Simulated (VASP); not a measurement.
Wanted: the native input for a VASP 6.6.1 run.

* Task: relaxation of cell and atoms
* Functional: PBE
* Potentials or basis: VASP PAW PBE potentials, release 64 (Cu, Ni)
* Cutoff: 600 eV
* k mesh: 18 × 18 × 2
* Occupations: gaussian, width 0.1 eV
* Spin: no spin polarisation
* Dipole correction: no
* Further INCAR settings: ALGO = Fast; EDIFF = 1e-06; IBRION = 2; EDIFFG = -0.01; NSW = 100; ISIF = 3

The structure of Cu4Ni lies in POSCAR:

```
Cu4Ni
1.0
    2.5387687000      0.0000000000      0.0000000000
   -1.2693843000      2.1986382000      0.0000000000
    0.0000000000      0.0000000000     20.9698358000
Cu Ni
8 2
Direct
    0.3333333000      0.6666667000      0.0505960000
    0.3333333000      0.6666667000      0.4494040000
    0.3333333000      0.6666667000      0.6515990000
    0.3333333000      0.6666667000      0.8484010000
    0.6666667000      0.3333333000      0.1515990000
    0.6666667000      0.3333333000      0.3484010000
    0.6666667000      0.3333333000      0.5505960000
    0.6666667000      0.3333333000      0.9494040000
    0.3333333000      0.6666667000      0.2500000000
    0.6666667000      0.3333333000      0.7500000000
```

One way to write it, as run:

INCAR

```
PREC     = Accurate       # precision mode
ENCUT    = 600            # plane-wave cutoff, eV
EDIFF    = 1E-6           # SCF threshold, eV
ISMEAR   = 0              # smearing method
SIGMA    = 0.1            # smearing width, eV
LREAL    = F              # projectors in reciprocal space
LASPH    = T              # aspherical terms in the spheres
NELM     = 100            # most SCF steps
ALGO     = Fast           # electronic algorithm
ISIF     = 3              # what is computed and relaxed
LWAVE    = F              # write WAVECAR
LCHARG   = F              # write CHGCAR
GGA      = PE             # functional
IBRION   = 2              # ionic algorithm
NSW      = 100            # ionic steps
EDIFFG   = -0.01          # ionic threshold
KPAR     = 4
```

KPOINTS

```
regular mesh
0
Gamma
  18 18 2
```

Potentials or basis: VASP PAW PBE potentials, release 64 (Cu, Ni).

Command:

```bash
$ cat potpaw_PBE.64/Cu/POTCAR potpaw_PBE.64/Ni/POTCAR > POTCAR
$ mpirun -np 4 vasp_std > vasp.out
```

Results of the run:

```
Relaxed volume                        : 11.75 Å³/atom
Relaxed cell                          : a = 2.542 Å, b = 2.542 Å, c = 20.994 Å, α = 90.00°, β = 90.00°, γ = 120.00°
Space group after relaxing (to 0.1 Å) : P6_3/mmc (No. 194)
Energy gained by relaxing             : 0.1 meV/atom
Ionic steps                           : 4
Pressure after relaxing               : 0.0 GPa
Largest force after relaxing          : 0.009 eV/Å
Band gap on the k mesh                : zero (bands 54 and 55 overlap by 5.01 eV)
```

It took 18 min on 4 MPI ranks on Oxide Virtual Turin-like Processor (shared host), peak memory 0.61 GiB a rank.
